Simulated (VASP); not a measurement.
Set up this calculation in VASP 6.6.1, as the native input.

```
Task                   : single point
Functional             : RPBE
Potentials or basis    : VASP PAW PBE potentials, release 64 (Ni, O)
Cutoff                 : 520 eV
k mesh                 : 6 × 6 × 6
Occupations            : fermi-dirac, width 0.05 eV
Spin                   : collinear spin, ferromagnetic start
Starting moments       : [1.0, 0.0] μB
Dipole correction      : no
Further INCAR settings : ALGO = Normal; EDIFF = 1e-07; NBANDS = 19
```

The structure of NiO lies in POSCAR:

```
NiO
1.0
    0.0000000000      2.0859016414      2.0859016414
    2.0859016414      0.0000000000      2.0859016414
    2.0859016414      2.0859016414      0.0000000000
Ni O
1 1
Direct
    0.0000000000      0.0000000000      0.0000000000
    0.5000000000      0.5000000000      0.5000000000
```

One way to write it, as run:

INCAR

```
SYSTEM = NiO
PREC = Accurate
ENCUT = 520
EDIFF = 1E-7
ISMEAR = -1
SIGMA = 0.05
LREAL = .False.
LASPH = .True.
NELM = 150
ALGO = Normal
ISIF = 2
LWAVE = .False.
LCHARG = .False.
ISPIN = 2
MAGMOM = 1 0
LORBIT = 11
LMAXMIX = 4
GGA = RP
NBANDS = 19
```

KPOINTS

```
Automatic mesh
0
Gamma
  6 6 6
  0 0 0
```

Potentials or basis: VASP PAW PBE potentials, release 64 (Ni, O).

Run with:

```bash
$ cat potpaw_PBE.64/Ni/POTCAR potpaw_PBE.64/O/POTCAR > POTCAR
$ mpirun -np 1 vasp_std > vasp.out
```

Results of the run:

```
Pressure                                              : 12.3 GPa
Net moment                                            : 1.75 μB per cell
Site moments                                          : Ni +1.45; O +0.27 μB
Valence electrons inside the program's atomic spheres : Ni 8.98; O 5.00
```

Caveat: the k points lie up to 0.43 Å⁻¹ apart; the PAW data sets were made with another functional, which shifts forces and pressure a little; a cell with one magnetic atom can't hold antiferromagnetic order, which such compounds often take.

Run time: 7.3 s on 1 thread of Intel(R) Xeon(R) 6975P-C (Granite Rapids), with other jobs on the host, peak memory 0.15 GiB.
